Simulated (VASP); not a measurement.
## Bi: relaxation of cell and atoms with PBE

Bi:

```xyz
1
Lattice="-1.9324 1.9324 1.9324 1.9324 -1.9324 1.9324 1.9324 1.9324 -1.9324" Properties=species:S:1:pos:R:3 pbc="T T T"
Bi    0.0000    0.0000    0.0000
```

This isn't the form of Bi at room conditions, which is rhombohedral.

```json
{
  "Program": "VASP 6.6.1",
  "Task": "relaxation of cell and atoms",
  "Functional": "PBE",
  "Potentials or basis": "VASP PAW PBE potentials, release 64 (Bi_d)",
  "Cutoff": "600 eV",
  "k mesh": "14 × 14 × 14",
  "Occupations": "fermi-dirac, width 0.08 eV",
  "Spin": "no spin polarisation",
  "Target pressure": "6.3 GPa",
  "Dipole correction": "no",
  "Further INCAR settings": "ALGO = Normal; EDIFF = 1e-06; IBRION = 2; EDIFFG = -0.005; NSW = 60; ISIF = 3"
}
```

```
Relaxed volume                                             : 28.62 Å³/atom
Relaxed cell                                               : a = 3.338 Å, b = 3.338 Å, c = 3.338 Å, α = 109.47°, β = 109.47°, γ = 109.47°
Space group after relaxing (to 0.1 Å)                      : Im-3m (No. 229)
Energy change on relaxing (the run minimises the enthalpy) : +9.0 meV/atom
Ionic steps                                                : 4
Pressure after relaxing                                    : 6.3 GPa
Band gap on the k mesh                                     : zero (an odd number of electrons rules out a gap without spin polarisation)
```

Step by step:
```
step  energy change (eV)  largest force (eV/Å)  pressure (GPa)  volume (Å³)
   1              0.0000                0.0000            5.70        28.86
   2              0.0177                0.0000            6.98        28.41
   3              0.0083                0.0000            6.25        28.64
   4              0.0090                0.0000            6.29        28.62
```

Final structure:
```xyz
1
Lattice="-1.9271 1.9271 1.9271 1.9271 -1.9271 1.9271 1.9271 1.9271 -1.9271" Properties=species:S:1:pos:R:3 pbc="T T T"
Bi    0.0000    0.0000    3.8541
```

Levels at points of the mesh, in eV from the Fermi level:
| k point | band 3 | band 4 | band 5 | band 6 | band 7 | band 8 | band 9 | band 10 | band 11 |
| --- | --- | --- | --- | --- | --- | --- | --- | --- | --- |
| (0.00, 0.00, 0.00) | -23.08 | -22.91 | -22.91 | -14.09 | 5.79 | 5.79 | 5.79 | 10.31 | 10.53 |
| (0.50, 0.00, 0.00) | -22.92 | -22.92 | -22.80 | -10.55 | -5.54 | 1.78 | 3.73 | 6.33 | 7.83 |
| (0.50, 0.50, 0.50) | -22.83 | -22.83 | -22.83 | -8.04 | -1.96 | -1.96 | -1.96 | 3.49 | 3.49 |

Wall time 59 s on 1 thread of Intel(R) Xeon(R) Platinum 8559C (Emerald Rapids), on a shared host, peak memory 0.19 GiB.

Caveat: the cell is relaxed towards a set pressure, so the run minimises the enthalpy, not the energy; spin-orbit coupling is left out, which moves the levels of the heavy elements.
